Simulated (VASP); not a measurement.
Input of a VASP 6.6.1 run:

The input INCAR:

```
  PREC = Accurate
  ENCUT = 520
  EDIFF = 1E-8
  ISMEAR = -1
  SIGMA = 0.05
  LREAL = F
  LASPH = T
  NELM = 80
  ALGO = Normal
  ISIF = 2
  LWAVE = F
  LCHARG = F
  GGA = PS
  LEFG = T
  NBANDS = 9
```

The input KPOINTS:

```
regular mesh
0
Gamma
  12 12 12
```

Contents of POSCAR:

```
Be
1.0
    0.0000000000      2.1463250724      2.1463250724
    2.1463250724      0.0000000000      2.1463250724
    2.1463250724      2.1463250724      0.0000000000
Be
2
Direct
   -0.0875000000     -0.1375000000     -0.1375000000
    0.0875000000      0.1375000000      0.1375000000
```

Potentials or basis: VASP PAW PBE potentials, release 64 (Be).

The run is started by

```bash
$ cat potpaw_PBE.64/Be/POTCAR > POTCAR
$ mpirun -np 1 vasp_std > vasp.out
```

Question: Predict the pressure.

Answer: 34.2 GPa.

Question: What does it give for the largest force?

Answer: 1.168 eV/Å.

Question: Predict the band gap on the k mesh.

Answer: Zero (bands 2 and 3 overlap by 7.49 eV).

Forces on the atoms (eV/Å):
```
Be   0.674 -0.674 -0.674
Be  -0.674  0.674  0.674
```

Caveat: the cell differs from its parent crystal (shortest bond scaled by 1.1); the cell stands under pressure; without QUAD_EFG the Cq values of the log hold for a quadrupole moment of 1 mb, not for the nuclei; the PAW data sets were made with another functional, which shifts forces and pressure a little.
